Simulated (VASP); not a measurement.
Here is a VASP 6.6.1 calculation.

The input INCAR:

```
PREC = Accurate
ENCUT = 600
EDIFF = 1E-6
ISMEAR = 0
SIGMA = 0.1
LREAL = False
LASPH = True
NELM = 100
ALGO = Normal
ISIF = 3
LWAVE = False
LCHARG = False
GGA = PE
IBRION = 2
NSW = 100
EDIFFG = -0.005
```

Contents of KPOINTS:

```
regular mesh
0
Gamma
  16 16 16
```

POSCAR

```
ZrN
1.0
    0.0000000000      2.3000000000      2.3000000000
    2.3000000000      0.0000000000      2.3000000000
    2.3000000000      2.3000000000      0.0000000000
Zr N
1 1
Direct
    0.5000000000      0.5000000000      0.5000000000
    0.0000000000      0.0000000000      0.0000000000
```

Potentials or basis: VASP PAW PBE potentials, release 64 (Zr_sv, N).

Launch:

```sh
$ cat potpaw_PBE.64/Zr_sv/POTCAR potpaw_PBE.64/N/POTCAR > POTCAR
$ mpirun -np 1 vasp_std > vasp.out
```

Q: Predict the space group after relaxing (to 0.05 Å).

A: Fm-3m (No. 225).

Q: What does it give for the relaxed cell?

A: a = 3.250 Å, b = 3.250 Å, c = 3.250 Å, α = 60.00°, β = 60.00°, γ = 60.00°.

Step by step:
| step | energy change (eV) | largest force (eV/Å) | pressure (GPa) | volume (Å³) |
| --- | --- | --- | --- | --- |
| 1 | 0.0000 | 0.0000 | -0.71 | 24.33 |
| 2 | 0.0003 | 0.0000 | 1.22 | 24.15 |
| 3 | -0.0002 | 0.0000 | 0.01 | 24.26 |
